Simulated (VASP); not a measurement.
# Co (P6_3/mmc) in VASP: a series of runs, part 2 of 2

VASP 6.6.1. The steps go on from the part before.

**4. Single point, LDA, non-collinear spin, zero start, spin-orbit coupling**

This run uses another cell than the first one, of 9.64 Å³/atom, 0.926 times its volume.

INCAR

```
SYSTEM = Co
PREC = Accurate
ENCUT = 520
EDIFF = 1E-6
ISMEAR = -1
SIGMA = 0.1
LREAL = .FALSE.
LASPH = .TRUE.
NELM = 150
ALGO = Normal
ISIF = 2
LWAVE = .FALSE.
LCHARG = .TRUE.
MAGMOM = 0 0 0 0 0 0
LORBIT = 11
LSORBIT = .TRUE.
GGA_COMPAT = .FALSE.
LORBMOM = .TRUE.
LMAXMIX = 4
GGA = CA
LVHAR = .TRUE.
NBANDS = 30
```

KPOINTS

```
Automatic mesh
0
G
  15 15 8
  0 0 0
```

POSCAR

```
Co
1.0
    2.3995686431      0.0000000000      0.0000000000
   -1.1997843215      2.0780874031      0.0000000000
    0.0000000000      0.0000000000      3.8656883452
Co
2
Direct
    0.3333333333      0.6666666667      0.2500000000
    0.6666666667      0.3333333333      0.7500000000
```

Potentials or basis: VASP PAW LDA potentials, release 64 (Co).

Launch:

```console
cat potpaw_LDA.64/Co/POTCAR > POTCAR
mpirun -np 1 vasp_ncl > vasp.out
```

OUTCAR:

```text
SYSTEM = Co
   PREC = Accurate
   ENCUT = 520
   EDIFF = 1E-6
   ISMEAR = -1
   LREAL = .FALSE.
   LASPH = .TRUE.
   NELM = 150
   ISIF = 2
   LORBIT = 11
   LSORBIT = .TRUE.
   GGA = CA

 ion  position               nearest neighbor table
   1  0.333  0.667  0.250-   2 2.38   2 2.38   2 2.38   2 2.38   2 2.38   2 2.38
   2  0.667  0.333  0.750-   1 2.38   1 2.38   1 2.38   1 2.38   1 2.38   1 2.38

  LATTYP: Found a hexagonal cell.
 ALAT       =     2.3995686431
 C/A-ratio  =     1.6109930242

  Lattice vectors:

 A1 = (   2.3995686431,   0.0000000000,   0.0000000000)
 A2 = (  -1.1997843215,   2.0780874031,   0.0000000000)
 A3 = (   0.0000000000,   0.0000000000,   3.8656883452)

Analysis of symmetry for initial positions (statically):
=====================================================================
 Subroutine PRICEL returns:
 Original cell was already a primitive cell.

 Routine SETGRP: Setting up the symmetry group for a
 hexagonal supercell.

 Subroutine GETGRP returns: Found 24 space group operations
 (whereof 12 operations were pure point group operations)
 out of a pool of 24 trial point group operations.

The static configuration has the point symmetry D_3d.
 The point group associated with its full space group is D_6h.

Analysis of symmetry for dynamics (positions and initial velocities):
=====================================================================
 Subroutine PRICEL returns:
 Original cell was already a primitive cell.

 Routine SETGRP: Setting up the symmetry group for a
 hexagonal supercell.

 Subroutine GETGRP returns: Found 24 space group operations
 (whereof 12 operations were pure point group operations)
 out of a pool of 24 trial point group operations.

The dynamic configuration has the point symmetry D_3d.
 The point group associated with its full space group is D_6h.

Analysis of structural, dynamic, and magnetic symmetry:
[... 1008 lines left out ...]
 ----------------------------------------
  1        -0.000  -0.000  -0.000
  2         0.000   0.000   0.000
 ----------------------------------------
            0.000  -0.000  -0.000

 orbital moment (z)

 # of ion     p       d       tot
 ----------------------------------------
  1         0.000   0.000   0.000
  2         0.000  -0.000  -0.000
 ----------------------------------------
            0.000   0.000   0.000

 Spin-Orbit-Coupling matrix elements

 Ion:    1  E_soc:     -0.0171874
 l=   1
     0.0000000    -0.0004447    -0.0004458
    -0.0004447     0.0000000    -0.0004447
    -0.0004458    -0.0004447     0.0000000
 l=   2
     0.0000000    -0.0005165     0.0000000    -0.0005165    -0.0019109
    -0.0005165     0.0000000    -0.0013845    -0.0005124    -0.0005165
     0.0000000    -0.0013845     0.0000000    -0.0013845     0.0000000
    -0.0005165    -0.0005124    -0.0013845     0.0000000    -0.0005165
    -0.0019109    -0.0005165     0.0000000    -0.0005165     0.0000000
 l=   3
     0.0000000     0.0000000     0.0000000     0.0000000     0.0000000     0.0000000     0.0000000
     0.0000000     0.0000000     0.0000000     0.0000000     0.0000000     0.0000000     0.0000000
     0.0000000     0.0000000     0.0000000     0.0000000     0.0000000     0.0000000     0.0000000
     0.0000000     0.0000000     0.0000000     0.0000000     0.0000000     0.0000000     0.0000000
     0.0000000     0.0000000     0.0000000     0.0000000     0.0000000     0.0000000     0.0000000
     0.0000000     0.0000000     0.0000000     0.0000000     0.0000000     0.0000000     0.0000000
     0.0000000     0.0000000     0.0000000     0.0000000     0.0000000     0.0000000     0.0000000

 Ion:    2  E_soc:     -0.0171874
 l=   1
     0.0000000    -0.0004447    -0.0004458
    -0.0004447     0.0000000    -0.0004447
    -0.0004458    -0.0004447     0.0000000
 l=   2
     0.0000000    -0.0005165     0.0000000    -0.0005165    -0.0019109
    -0.0005165     0.0000000    -0.0013845    -0.0005124    -0.0005165
     0.0000000    -0.0013845     0.0000000    -0.0013845     0.0000000
    -0.0005165    -0.0005124    -0.0013845     0.0000000    -0.0005165
    -0.0019109    -0.0005165     0.0000000    -0.0005165     0.0000000
 l=   3
     0.0000000     0.0000000     0.0000000     0.0000000     0.0000000     0.0000000     0.0000000
     0.0000000     0.0000000     0.0000000     0.0000000     0.0000000     0.0000000     0.0000000
     0.0000000     0.0000000     0.0000000     0.0000000     0.0000000     0.0000000     0.0000000
     0.0000000     0.0000000     0.0000000     0.0000000     0.0000000     0.0000000     0.0000000
     0.0000000     0.0000000     0.0000000     0.0000000     0.0000000     0.0000000     0.0000000
     0.0000000     0.0000000     0.0000000     0.0000000     0.0000000     0.0000000     0.0000000
     0.0000000     0.0000000     0.0000000     0.0000000     0.0000000     0.0000000     0.0000000

 total charge

# of ion       s       p       d       tot
------------------------------------------
    1        0.537   0.626   7.371   8.533
    2        0.537   0.626   7.371   8.533
--------------------------------------------------
tot          1.074   1.252  14.741  17.067

 magnetization (x)

# of ion       s       p       d       tot
------------------------------------------
    1        0.000   0.000   0.000   0.000
    2        0.000   0.000   0.000   0.000
--------------------------------------------------
tot          0.000   0.000   0.000   0.000

 magnetization (y)

# of ion       s       p       d       tot
------------------------------------------
    1        0.000   0.000  -0.000  -0.000
    2        0.000   0.000  -0.000  -0.000
--------------------------------------------------
tot          0.000   0.000  -0.000  -0.000

 magnetization (z)

# of ion       s       p       d       tot
------------------------------------------
    1        0.000   0.000   0.000   0.000
    2        0.000   0.000   0.000   0.000
--------------------------------------------------
tot          0.000   0.000   0.000   0.000
```

It took 1.9 min on 1 thread of Intel Xeon 6975P-C, shared host; peak memory 0.23 GiB.

What came out:

* Free energy: -16.1788 eV
* Pressure: -0.9 GPa
* Net moment: 0.00 μB per cell
* Valence electrons inside the program's atomic spheres: Co 8.53

Stress tensor (GPa, compression positive):
```
-0.82  0.00  0.00
 0.00 -0.82  0.00
 0.00  0.00 -0.97
```

Moments on the atoms (μB; x, y, z):
```
Co  0.00 0.00 0.00
Co  0.00 0.00 0.00
```

**5. Single point, LDA, collinear spin, ferromagnetic start**

This run uses another cell than the first one, of 10.01 Å³/atom, 0.962 times its volume.

INCAR

```
SYSTEM = Co
ALGO = Normal
EDIFF = 1E-6
ENCUT = 520
ISIF = 2
ISMEAR = 0
ISPIN = 2
LASPH = .True.
LCHARG = .False.
LMAXMIX = 4
LORBIT = 11
LREAL = .False.
LWAVE = .False.
MAGMOM = 1.558 1.558
NBANDS = 20
NELM = 150
PREC = Accurate
SIGMA = 0.2
```

KPOINTS

```
k-points
0
Gamma
  15 15 8
  0 0 0
```

POSCAR

```
Co
1.0
    2.4273810165      0.0000000000      0.0000000000
   -1.2136905082      2.1021736250      0.0000000000
    0.0000000000      0.0000000000      3.9230481332
Co
2
Direct
    0.3333333333      0.6666666667      0.2500000000
    0.6666666667      0.3333333333      0.7500000000
```

Launch:

```console
cat potpaw_LDA.64/Co/POTCAR > POTCAR
mpirun -np 1 vasp_std > vasp.out
```

Run time: 1.7 min. Hardware: 1 thread of Intel Xeon 6975P-C, shared host; peak memory 0.18 GiB.

Results (log left out):

```yaml
Free_energy: -16.2676 eV
Pressure: -1.4 GPa
Net_moment: 2.94 μB per cell
Site_moments: Co +1.46 μB
Valence_electrons_inside_the_program's_atomic_spheres: Co 8.45
```

Stress tensor (GPa, compression positive):
```
-1.05  0.00  0.00
 0.00 -1.05  0.00
 0.00  0.00 -2.01
```

Levels at points of the mesh, in eV from the Fermi level:
Spin up:
| k point | band 8 | band 9 | band 10 | band 11 | band 12 | band 13 |
| --- | --- | --- | --- | --- | --- | --- |
| (0.00, 0.00, 0.00) | -1.76 | -1.76 | -0.49 | -0.49 | -0.08 | 7.23 |
| (0.00, 0.00, 0.50) | -2.61 | -0.84 | -0.84 | -0.84 | -0.84 | 16.03 |
Spin down:
```
           k point  band 4  band 5  band 6  band 7  band 8  band 9  band 10  band 11
(0.00, 0.00, 0.00)   -1.19   -1.19   -0.78   -0.78   -0.32   -0.32     0.09     1.05
(0.00, 0.00, 0.50)   -1.77   -1.26   -1.26   -1.26   -1.26    0.67     0.67     0.67
```

**6. Single point, LDA, collinear spin, ferromagnetic start**

This run uses another cell than the first one, of 10.01 Å³/atom, 0.962 times its volume.

INCAR

```
ALGO = Normal
EDIFF = 1E-7
ENCUT = 520
ISIF = 2
ISMEAR = 0
ISPIN = 2
LASPH = True
LCHARG = True
LELF = True
LMAXMIX = 4
LORBIT = 11
LREAL = False
LVHAR = True
LWAVE = False
MAGMOM = 1.558 1.558
NBANDS = 20
NELM = 150
PREC = Accurate
SIGMA = 0.3
```

KPOINTS

```
k-points
0
Gamma
  15 15 8
```

POSCAR is that of step 5.

Potentials or basis: VASP PAW LDA potentials, release 64 (Co).

Launch:

```console
cat potpaw_LDA.64/Co/POTCAR > POTCAR
mpirun -np 1 vasp_std > vasp.out
```

Run time: 1.9 min. Hardware: 1 thread of Intel Xeon 6975P-C, shared host; peak memory 0.18 GiB.

It converged, with:

```
Free energy                                           : -16.2963 eV
Pressure                                              : -2.1 GPa
Net moment                                            : 2.79 μB per cell
Site moments                                          : Co +1.39 μB
Valence electrons inside the program's atomic spheres : Co 8.45
```

Stress tensor (GPa, compression positive):
```
-1.80  0.00  0.00
 0.00 -1.80  0.00
 0.00  0.00 -2.74
```

Levels at points of the mesh, in eV from the Fermi level:
Spin up:
```
           k point  band 8  band 9  band 10  band 11  band 12  band 13
(0.00, 0.00, 0.00)   -1.74   -1.74    -0.47    -0.47    -0.09     7.23
(0.00, 0.00, 0.50)   -2.59   -0.83    -0.83    -0.83    -0.83    16.03
```
Spin down:
| k point | band 4 | band 5 | band 6 | band 7 | band 8 | band 9 | band 10 | band 11 | band 12 | band 13 |
| --- | --- | --- | --- | --- | --- | --- | --- | --- | --- | --- |
| (0.00, 0.00, 0.00) | -1.24 | -1.24 | -0.83 | -0.83 | -0.37 | -0.37 | 0.08 | 1.00 | 1.00 | 8.11 |
| (0.00, 0.00, 0.50) | -1.81 | -1.31 | -1.31 | -1.31 | -1.31 | 0.62 | 0.62 | 0.62 | 0.62 | 16.52 |

**7. Overview**

| spin | cell | k mesh | smearing | gap on the mesh (eV) | pressure (GPa) | moment (μB) |
| --- | --- | --- | --- | --- | --- | --- |
| collinear, ferromagnetic start | a = 2.459, b = 2.459, c = 3.975 Å, angles 90.0, 90.0, 120.0°, 2 atoms | 24 × 24 × 13 | fermi-dirac 0.05 eV | none | -10.6 | 3.04 |
| collinear, ferromagnetic start | a = 2.490, b = 2.490, c = 4.025 Å, angles 90.0, 90.0, 120.0°, 2 atoms | 24 × 24 × 13 | fermi-dirac 0.05 eV | none | -18.2 | 3.09 |
| non-collinear, zero start, SOC | a = 2.400, b = 2.400, c = 3.866 Å, angles 90.0, 90.0, 120.0°, 2 atoms | 15 × 15 × 8 | fermi-dirac 0.1 eV | - | -0.9 | 0.00 |
| collinear, ferromagnetic start | a = 2.427, b = 2.427, c = 3.923 Å, angles 90.0, 90.0, 120.0°, 2 atoms | 15 × 15 × 8 | gaussian 0.2 eV | none | -1.4 | 2.94 |
| collinear, ferromagnetic start | a = 2.427, b = 2.427, c = 3.923 Å, angles 90.0, 90.0, 120.0°, 2 atoms | 15 × 15 × 8 | gaussian 0.3 eV | none | -2.1 | 2.79 |

Alike in all rows: task single point; level LDA; potentials or basis VASP PAW LDA potentials, release 64 (Co); cutoff (eV) 520.

Absolute energies hang on the potentials; compare differences alone.
